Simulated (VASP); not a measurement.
Wanted: the native input for a VASP 6.6.1 run.

```yaml
Task: single point
Functional: PBE
Potentials_or_basis: VASP PAW PBE potentials, release 64 (In_d, Sb)
Cutoff: 500 eV
k_mesh: 14 × 14 × 8
Occupations: gaussian, width 0.1 eV
Spin: no spin polarisation
Dipole_correction: no
Further_INCAR_settings: ALGO = Normal; EDIFF = 1e-06; NBANDS = 16
```

The structure of InSb lies in POSCAR:

```
InSb
1.0
    3.0909502994      0.0000000000      0.0000000000
    0.0000000000      3.0909502994      0.0000000000
    0.0000000000      0.0000000000      6.2339415419
In Sb
1 1
Direct
    0.0000000000      0.0000000000      0.0000000000
    0.0000000000      0.0000000000      0.5000000000
```

One way to write it, as run:

INCAR

```
PREC = Accurate
ENCUT = 500
EDIFF = 1E-6
ISMEAR = 0
SIGMA = 0.1
LREAL = False
LASPH = True
NELM = 120
ALGO = Normal
ISIF = 2
LWAVE = False
LCHARG = True
GGA = PE
LELF = True
LVHAR = True
NBANDS = 16
GGA_COMPAT = False
```

KPOINTS

```
Automatic mesh
0
Gamma
  14 14 8
```

Potentials or basis: VASP PAW PBE potentials, release 64 (In_d, Sb).

Launch:

```bash
$ cat potpaw_PBE.64/In_d/POTCAR potpaw_PBE.64/Sb/POTCAR > POTCAR
$ mpirun -np 1 vasp_std > vasp.out
```

It gave:

```yaml
Pressure: 0.0 GPa
Band_gap_on_the_k_mesh: zero (band 9 reaches 10.71 eV, above the bottom of band 10 at 4.93 eV)
```

Caveat: spin-orbit coupling is left out, which moves the levels of the heavy elements.

Run time: 2.4 min on 1 thread of Intel Xeon 8259CL, on a shared host, peak memory 0.3 GiB.
